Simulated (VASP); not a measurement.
# Te2Mo in VASP: a series of runs, part 2 of 2

VASP 6.6.1. The steps go on from the part before.

### Step 3. Single point, r2SCAN (strain -0.0300 x Voigt [1, 1, 0, 0, 0, 0])

POSCAR reads:

```
Te2Mo
1.0
    3.4544184911      0.0000000000      0.0000000000
   -1.7272092455      2.9916141686      0.0000000000
    0.0000000000      0.0000000000     17.5238001931
Te Mo
2 1
Direct
    0.3333333333      0.6666666667      0.8979077081
    0.3333333333      0.6666666667      0.1020922919
    0.0000000000      0.0000000000      0.0000000000
```

INCAR.step1 reads:

```
PREC     = Accurate       # precision mode
ENCUT    = 520            # plane-wave cutoff, eV
ISMEAR   = 0              # smearing method
SIGMA    = 0.05           # smearing width, eV
LREAL    = F              # projectors in reciprocal space
LASPH    = T              # aspherical terms in the spheres
NELM     = 80             # most SCF steps
NBANDS   = 20             # bands
GGA      = PE             # functional
ALGO     = Normal         # electronic algorithm
EDIFF    = 1E-4           # SCF threshold, eV
LWAVE    = T              # write WAVECAR
LCHARG   = F              # write CHGCAR
```

INCAR.step2 reads:

```
PREC     = Accurate       # precision mode
ENCUT    = 520            # plane-wave cutoff, eV
EDIFF    = 1E-7           # SCF threshold, eV
ISMEAR   = 0              # smearing method
SIGMA    = 0.05           # smearing width, eV
LREAL    = F              # projectors in reciprocal space
LASPH    = T              # aspherical terms in the spheres
NELM     = 80             # most SCF steps
ALGO     = Normal         # electronic algorithm
ISIF     = 2              # what is computed and relaxed
LWAVE    = F              # write WAVECAR
LCHARG   = F              # write CHGCAR
METAGGA  = R2SCAN         # meta-GGA
LMIXTAU  = T            
NBANDS   = 20             # bands
ISTART   = 1
```

KPOINTS reads:

```
Automatic mesh
0
Gamma
  12 12 2
```

Potentials or basis: VASP PAW PBE potentials, release 64 (Te, Mo_sv).

The run is started by

```
cat potpaw_PBE.64/Te/POTCAR potpaw_PBE.64/Mo_sv/POTCAR > POTCAR
cp INCAR.step1 INCAR
mpirun -np 1 vasp_std > vasp.out
cp INCAR.step2 INCAR
mpirun -np 1 vasp_std > vasp.out
```

OUTCAR:

```text
PREC = Accurate
   ENCUT = 520
   EDIFF = 1E-7
   ISMEAR = 0
   LREAL = F
   LASPH = T
   NELM = 80
   ISIF = 2
   METAGGA = R2SCAN
   ISTART = 1

 ion  position               nearest neighbor table
   1  0.333  0.667  0.898-   3 2.68   3 2.68   3 2.68   2 3.58
   2  0.333  0.667  0.102-   3 2.68   3 2.68   3 2.68   1 3.58
   3  0.000  0.000  0.000-   1 2.68   2 2.68   1 2.68   2 2.68   1 2.68   2 2.68

  LATTYP: Found a hexagonal cell.
 ALAT       =     3.4544184911
 C/A-ratio  =     5.0728654441

  Lattice vectors:

 A1 = (   3.4544184911,   0.0000000000,   0.0000000000)
 A2 = (  -1.7272092455,   2.9916141686,   0.0000000000)
 A3 = (   0.0000000000,   0.0000000000,  17.5238001931)

Analysis of symmetry for initial positions (statically):
=====================================================================
 Subroutine PRICEL returns:
 Original cell was already a primitive cell.

 Routine SETGRP: Setting up the symmetry group for a
 hexagonal supercell.

 Subroutine GETGRP returns: Found 12 space group operations
 (whereof 12 operations were pure point group operations)
 out of a pool of 24 trial point group operations.

The static configuration has the point symmetry D_3h.

Analysis of symmetry for dynamics (positions and initial velocities):
=====================================================================
 Subroutine PRICEL returns:
 Original cell was already a primitive cell.

 Routine SETGRP: Setting up the symmetry group for a
 hexagonal supercell.

 Subroutine GETGRP returns: Found 12 space group operations
 (whereof 12 operations were pure point group operations)
 out of a pool of 24 trial point group operations.

The dynamic configuration has the point symmetry D_3h.

 Subroutine INISYM returns: Found 12 space group operations
 (whereof 12 operations are pure point group operations),
[... 107 lines left out ...]
   TEBEG  =    0.0;   TEEND  =   0.0 temperature during run
   PSTRESS=    0.0 pullay stress
   NELECT =      26.0000    total number of electrons
   NUPDOWN=      -1.0000    fix difference up-down
   EMIN   =  10.00;   EMAX   =-10.00  energy-range for DOS
   EFERMI =   0.00;   METHOD = LEGACY
   ISMEAR =     0;   SIGMA  =   0.05  broadening in eV -4-tet -1-fermi 0-gaus
   EFERMI_NEDOS =   21; number of points for ismear=-14 and -15
   IALGO  =     38    algorithm
   IMIX   =      4    mixing-type and parameters
     AMIX     =   0.40;   BMIX     =  1.00
     AMIX_MAG =   1.60;   BMIX_MAG =  1.00
  volume/ion in A,a.u.               =      60.37       407.37
  Fermi-wavevector in a.u.,A,eV,Ry     =   0.857228  1.619926  9.998103  0.734840
  Thomas-Fermi vector in A             =   1.974250
   LORBIT       =      0    0 simple, 1 ext, 2 COOP (PROOUT), +10 PAW based schemes
   METAGGA = R2SCAN    functional components
   LHFCALC =     F    Hartree Fock is set to
   AEXX    =    0.0000 exact exchange contribution
   IVDW    =     0    specifies the selected vdW correction
   LEPSILON=     F    determine dielectric tensor
   LRPA    =     F    only Hartree local field effects (RPA)
 non-spin polarized calculation
 Gauss-broadening in eV      SIGMA  =   0.05
  energy-cutoff  :      520.00
  volume of cell :      181.10
 maximum number of plane-waves:      4933
 NGX is ok and might be reduce to    28
   NGX = 13   NGY = 13   NGZ = 65

 number of electron      26.0000003 magnetization

 Free energy of the ion-electron system (eV)
  ---------------------------------------------------
  ext. energy  EPLUGINS =         0.00000000
  ---------------------------------------------------
  free energy    TOTEN  =       -77.67304193 eV

  energy without entropy =      -77.67304193  energy(sigma->0) =      -77.67304193

 E-fermi :   0.7061     XC(G=0):  -4.9335

 val. band max:        0.3254100727   @ k =   0.3333   0.3333   0.0000
 cond. band min:       1.6843772550   @ k =   0.3333   0.3333   0.0000
 fundamental gap:      1.3589671823
 Fermi energy:         0.7061291228

 k-point     1 :       0.0000    0.0000    0.0000
  band No.  band energies     occupation
      1     -62.1982      2.00000
      2     -35.6939      2.00000
      3     -35.5163      2.00000
      4     -35.5163      2.00000
      5     -13.1889      2.00000
      6     -12.0921      2.00000
[... 541 lines left out ...]
     19       6.8017      0.00000
     20       6.8486      0.00000

 [... further k-points ...]
[... 5 lines left out ...]
  --------------------------------------------------------------------------------------
  -------------------------------------------------------------------------------------
  Total        3.2344248      3.2344248      2.2665154      0.0000000      0.0000000     -0.0000000
  in kB       28.6153334     28.6153334     20.0521266      0.0000000      0.0000000     -0.0000000
  external PRESSURE =      25.7609311 kB  Pullay stress =       0.0000000 kB

 VOLUME and BASIS-vectors are now :
 -----------------------------------------------------------------------------
  energy-cutoff  :      520.00
  volume of cell :      181.10
      direct lattice vectors                 reciprocal lattice vectors
     3.454418491  0.000000000  0.000000000     0.289484324  0.167133852  0.000000000
    -1.727209246  2.991614169  0.000000000     0.000000000  0.334267704  0.000000000
     0.000000000  0.000000000 17.523800193     0.000000000  0.000000000  0.057065248

 POSITION                                       TOTAL-FORCE (eV/Angst)
 -----------------------------------------------------------------------------------
     -0.00000      1.99441     15.73476         0.000000     -0.000000     -0.636267
     -0.00000      1.99441      1.78904         0.000000     -0.000000      0.636267
      0.00000      0.00000      0.00000        -0.000000      0.000000      0.000000
 -----------------------------------------------------------------------------------
    total drift:                                0.000001     -0.000001     -0.000000

  FREE ENERGIE OF THE ION-ELECTRON SYSTEM (eV)
  ---------------------------------------------------
  free  energy   TOTEN  =       -77.6730419289 eV

  energy  without entropy=      -77.6730419289  energy(sigma->0) =      -77.67304193
```

OUTCAR.step1:

```text
PREC = Accurate
   ENCUT = 520
   ISMEAR = 0
   LREAL = F
[... 779 lines left out ...]
     -0.00000      1.99441     15.73476        -0.000000      0.000000     -0.852864
     -0.00000      1.99441      1.78904        -0.000000      0.000000      0.852864
      0.00000      0.00000      0.00000         0.000000      0.000000      0.000000
 -----------------------------------------------------------------------------------
    total drift:                                0.000000     -0.000000     -0.000000

  FREE ENERGIE OF THE ION-ELECTRON SYSTEM (eV)
  ---------------------------------------------------
  free  energy   TOTEN  =       -17.9181712841 eV

  energy  without entropy=      -17.9181712841  energy(sigma->0) =      -17.91817128
```

Run time: 12 min. Hardware: 1 thread of Intel Xeon Platinum 8488C (Sapphire Rapids), shared host; peak memory 0.44 GiB.

Results:

```yaml
Free_energy: -77.6730 eV
Largest_force: 0.636 eV/Å
Band_gap_on_the_k_mesh: 1.36 eV, direct
```

Forces on the atoms (eV/Å):
```
Te   0.000  0.000 -0.636
Te   0.000  0.000  0.636
Mo   0.000  0.000  0.000
```

Caveat: the cell differs from its parent crystal (strain -0.0300 x Voigt [1, 1, 0, 0, 0, 0]); the PAW data sets were made with another functional, which shifts forces and pressure a little; spin-orbit coupling is left out, which moves the levels of the heavy elements.
